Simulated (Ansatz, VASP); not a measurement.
## One calculation of SrAlVO4, two programs

```
Sr Al V O
1.0
     0.00000    4.10639    4.10639
     4.10639    0.00000    4.10639
     4.10639    4.10639    0.00000
Sr Al V O
1 1 1 4
Cartesian
  0.0000 0.0000 0.0000
  2.0532 2.0532 2.0532
  4.1064 4.1064 4.1064
  5.1560 3.0568 5.1560
  3.0568 3.0568 3.0568
  3.0568 5.1560 5.1560
  5.1560 5.1560 3.0568
```

Alike in both runs: functional PBE; k mesh 4 × 4 × 4; occupations gaussian, width 0.1 eV; collinear spin.

Ansatz relaxed the structure, and its values are those at the end. VASP's run is a single point on that final structure, the one shown.

|  | VASP | Ansatz |
| --- | --- | --- |
| version | VASP 6.6.1 | Ansatz 0.2.0 |
| potentials or method | VASP PAW PBE potentials, release 64 (Sr_sv, Al, V_sv, O), cutoff 520 eV | scalar-relativistic, plane waves, PAW |
| valence electrons in the cell | 50 | 50 |

|  | VASP | Ansatz | Ansatz less VASP |
| --- | --- | --- | --- |
| gap on the k mesh at the Fermi level (eV) | none | none | - |
| pressure (GPa) | -0.1 | -0.3 | -0.22 |
| rms of the force components (eV/Å) | 0.041 | 0.003 | -0.0381 |
| net moment per atom (μB) | 0.22 | 0.22 | 0.000 |
| size of the moment on the site where the two differ most (μB) | 1.39 | 1.08 | -0.312 |

Site moments also hang on the region over which each program counts them. A gap of «none» marks a metal or a gap that the smearing closes. With one functional, cell and mesh, what is left measures potentials, basis and numerics.
